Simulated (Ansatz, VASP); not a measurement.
# Two plane-wave programs on VBiO4

Contents of INCAR:

```
  PREC = Accurate
  ENCUT = 520
  EDIFF = 1E-8
  ISMEAR = -1
  SIGMA = 0.15
  LREAL = False
  LASPH = True
  NELM = 60
  ALGO = Normal
  ISIF = 2
  LWAVE = False
  LCHARG = False
  GGA = PE
  LEFG = True
  NBANDS = 64
```

Contents of KPOINTS:

```
regular mesh
0
Gamma
  4 4 4
```

File POSCAR:

```
VBiO4
1.0
   -3.6515000000      3.6515000000      3.2920000000
    3.6515000000     -3.6515000000      3.2920000000
    3.6515000000      3.6515000000     -3.2920000000
V Bi O
2 2 8
Direct
    0.5000000000      0.5000000000      0.0000000000
    0.2500000000      0.7500000000      0.5000000000
    0.7500000000      0.2500000000      0.5000000000
    0.0000000000      0.0000000000      0.0000000000
    0.1508117925      0.3324979492      0.8183138433
    0.0824979492      0.7641841059      0.6816861567
    0.5141841059      0.3324979492      0.1816861567
    0.0824979492      0.4008117925      0.3183138433
    0.5991882075      0.9175020508      0.6816861567
    0.6675020508      0.8491882075      0.1816861567
    0.2358158941      0.9175020508      0.3183138433
    0.6675020508      0.4858158941      0.8183138433
```

Input for Ansatz:

```yaml
crystal:
  lattice:
    - [-3.6515, 3.6515, 3.292]
    - [3.6515, -3.6515, 3.292]
    - [3.6515, 3.6515, -3.292]
  atoms:
    - { symbol: V, position: [0.5, 0.5, 0.0] }
    - { symbol: V, position: [0.25, 0.75, 0.5] }
    - { symbol: Bi, position: [0.75, 0.25, 0.5] }
    - { symbol: Bi, position: [0.0, 0.0, 0.0] }
    - { symbol: O, position: [0.1508117925, 0.3324979492, 0.8183138433] }
    - { symbol: O, position: [0.0824979492, 0.7641841059, 0.6816861567] }
    - { symbol: O, position: [0.5141841059, 0.3324979492, 0.1816861567] }
    - { symbol: O, position: [0.0824979492, 0.4008117925, 0.3183138433] }
    - { symbol: O, position: [0.5991882075, 0.9175020508, 0.6816861567] }
    - { symbol: O, position: [0.6675020508, 0.8491882075, 0.1816861567] }
    - { symbol: O, position: [0.2358158941, 0.9175020508, 0.3183138433] }
    - { symbol: O, position: [0.6675020508, 0.4858158941, 0.8183138433] }
kpoints:
  mp_grid: { grid: [4, 4, 4] }
scf:
  occupations: { method: fermi_dirac, width: 0.15 }
hamiltonian:
  xc: pbe
  pseudopotentials: { kind: paw }
output:
  forces: true
  stress: true
  populations: true
  efg:
    quadrupole_moments_barn: { V: -0.052, Bi: -0.516, O: -0.02558 }
    contact_densities: true
```

Alike in both runs: task electric field gradients; functional PBE; k mesh 4 × 4 × 4; occupations fermi-dirac, width 0.15 eV; no spin polarisation.

|  | VASP | Ansatz |
| --- | --- | --- |
| version | VASP 6.6.1 | Ansatz 0.2.0 |
| potentials or method | VASP PAW PBE potentials, release 64 (V_sv, Bi_d, O) | plane-wave PAW, scalar-relativistic |
| plane-wave cutoff (eV) | 520 | 420 |
| valence electrons in the cell | 104 | 104 |

```csv
,VASP,Ansatz,Ansatz less VASP
pressure (GPa),0.9,0.4,-0.50
"traceless stress, the component that is largest in VASP (GPa)",-2.21,-2.39,-0.184
rms of the force components (eV/Å),0.069,0.006,-0.0638
size of Vzz on the site where it differs most (V/Å²),127.2,138.5,+11.33
```

Atom by atom the forces differ by 0.065 eV/Å (rms over components).

Neither program's run includes spin-orbit coupling.
